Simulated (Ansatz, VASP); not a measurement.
# Co: VASP beside Ansatz

File INCAR:

```
SYSTEM = Co
PREC     = Accurate       ! precision mode
ENCUT    = 520            ! plane-wave cutoff, eV
EDIFF    = 1E-7           ! SCF threshold, eV
ISMEAR   = 0              ! smearing method
SIGMA    = 1.0            ! smearing width, eV
LREAL    = .False.        ! projectors in reciprocal space
LASPH    = .True.         ! aspherical terms in the spheres
NELM     = 80             ! most SCF steps
ALGO     = Normal         ! electronic algorithm
ISIF     = 2              ! what is computed and relaxed
LWAVE    = .False.        ! write WAVECAR
LCHARG   = .False.        ! write CHGCAR
GGA      = PE             ! functional
NBANDS   = 16             ! bands
```

File KPOINTS:

```
Automatic mesh
0
Gamma
  15 15 8
  0 0 0
```

POSCAR

```
Co
1.0
    2.4583936733      0.0000000000      0.0000000000
   -1.2291968366      2.1290313736      0.0000000000
    0.0000000000      0.0000000000      3.9606917934
Co
2
Direct
    0.3333333333      0.6666666667      0.2500000000
    0.6666666667      0.3333333333      0.7500000000
```

Input for Ansatz:

```yaml
crystal:
  lattice:
    - [2.4583936733, 0.0, 0.0]
    - [-1.2291968366, 2.1290313736, 0.0]
    - [0.0, 0.0, 3.9606917934]
  atoms:
    - { symbol: Co, position: [0.3333333333, 0.6666666667, 0.25] }
    - { symbol: Co, position: [0.6666666667, 0.3333333333, 0.75] }
hamiltonian:
  xc: pbe
  pseudopotentials:
    kind: paw
    azcp:
      Co: "pseudopotentials/Co.paw.azcp"
basis:
  ecutwfc: 420
  fft_grid_basis: typed
kpoints:
  mp_grid: { grid: [15, 15, 8], shift: [0, 0, 0] }
magnetization:
  spin_polarized: false
scf:
  occupations: { method: gaussian, width: 1.0 }
  lower_state_search: "off"
output:
  stress: true
  write_density: true
  write_potential: true
  elf: true
  volumetric_format: npy
```

Alike in both runs: task single point; functional PBE; k mesh 15 × 15 × 8; occupations gaussian, width 1 eV; no spin polarisation.

|  | VASP | Ansatz |
| --- | --- | --- |
| version | VASP 6.6.1 | Ansatz 0.2.0 |
| potentials or method | VASP PAW PBE potentials, release 64 (Co), cutoff 520 eV | plane waves (420 eV) with PAW, scalar-relativistic |
| valence electrons in the cell | 18 | 34 |

```tsv
	VASP	Ansatz	Ansatz less VASP
pressure (GPa)	6.9	7.6	+0.68
traceless stress, the component that is largest in VASP (GPa)	0.61	0.66	+0.051
```

VASP's potentials hold 18 valence electrons a cell and Ansatz's 34, so a difference there can come from the potentials and not from the codes.
